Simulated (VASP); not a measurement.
Here is a VASP 6.6.1 calculation.

File INCAR:

```
PREC     = Accurate       # precision mode
ENCUT    = 520            # plane-wave cutoff, eV
EDIFF    = 1E-6           # SCF threshold, eV
ISMEAR   = 0              # smearing method
SIGMA    = 0.05           # smearing width, eV
LREAL    = F              # projectors in reciprocal space
LASPH    = T              # aspherical terms in the spheres
NELM     = 60             # most SCF steps
ALGO     = Normal         # electronic algorithm
ISIF     = 2              # what is computed and relaxed
LWAVE    = F              # write WAVECAR
LCHARG   = F              # write CHGCAR
GGA      = CA             # functional
NBANDS   = 15             # bands
```

File KPOINTS:

```
regular mesh
0
Gamma
  8 8 8
```

The input POSCAR:

```
KF
1.0
    0.0000000000      2.5817196783      2.4849051904
    2.7172599614      0.0000000000      2.4849051904
    2.7172599614      2.5817196783      0.0000000000
K F
1 1
Direct
    0.0000000000      0.0000000000      0.0000000000
    0.5000000000      0.5000000000      0.5000000000
```

Potentials or basis: VASP PAW LDA potentials, release 64 (K_sv, F).

Launch:

```console
$ cat potpaw_LDA.64/K_sv/POTCAR potpaw_LDA.64/F/POTCAR > POTCAR
$ mpirun -np 1 vasp_std > vasp.out
```

Q: What does it give for the pressure?

A: 0.4 GPa.

Q: Estimate the band gap on the k mesh.

A: 6.11 eV, direct.

Stress tensor (GPa, compression positive):
```
-2.99  0.00  0.00
 0.00  0.11  0.00
 0.00  0.00  3.97
```

Caveat: the cell differs from its parent crystal (normal strain along x +0.0525, normal strain along z -0.0375). A k mesh can miss the band edges.
